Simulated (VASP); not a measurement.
Write the native input for VASP 6.6.1 that does the following.

| Property | Result |
| --- | --- |
| Task | single point |
| Functional | PBE |
| Potentials or basis | VASP PAW PBE potentials, release 64 (Ba_sv, Ti_sv, O) |
| Cutoff | 520 eV |
| k mesh | 8 × 8 × 8 |
| Occupations | gaussian, width 0.05 eV |
| Spin | no spin polarisation |
| Dipole correction | no |
| Further INCAR settings | ALGO = Normal; EDIFF = 1e-07; NBANDS = 28 |

The structure of BaTiO3 lies in POSCAR:

```
BaTiO3
1.0
    4.0192318613      0.0000000000      0.0000000000
    0.0000000000      4.0192318613      0.1129404153
    0.0000000000      0.1129418051      4.0192813205
Ba Ti O
1 1 3
Direct
    0.0000000000      0.0000000000      0.0000000000
    0.5000000000      0.5000000000      0.5000000000
    0.5000000000      0.5000000000      0.0000000000
    0.5000000000      0.0000000000      0.5000000000
    0.0000000000      0.5000000000      0.5000000000
```

This cell differs from its parent crystal: strain +0.0562 x Voigt [0, 0, 0, 1, 0, 0].

One way to write it, as run:

INCAR

```
SYSTEM = BaTiO3
PREC = Accurate
ENCUT = 520
EDIFF = 1E-7
ISMEAR = 0
SIGMA = 0.05
LREAL = .False.
LASPH = .True.
NELM = 60
ALGO = Normal
ISIF = 2
LWAVE = .False.
LCHARG = .False.
GGA = PE
NBANDS = 28
```

KPOINTS

```
Automatic mesh
0
Gamma
  8 8 8
  0 0 0
```

Potentials or basis: VASP PAW PBE potentials, release 64 (Ba_sv, Ti_sv, O).

The run is started by

```console
$ cat potpaw_PBE.64/Ba_sv/POTCAR potpaw_PBE.64/Ti_sv/POTCAR potpaw_PBE.64/O/POTCAR > POTCAR
$ mpirun -np 1 vasp_std > vasp.out
```

Results of the run:

The pressure is 2.0 GPa and the band gap on the k mesh is 1.57 eV (least direct gap 1.59 eV).

Caveat: the cell differs from its parent crystal (strain +0.0562 x Voigt [0, 0, 0, 1, 0, 0]); spin-orbit coupling is left out, which moves the levels of the heavy elements.

It took 7.3 min on 1 thread of Intel Xeon 8259CL, with other jobs on the host, peak memory 0.41 GiB.
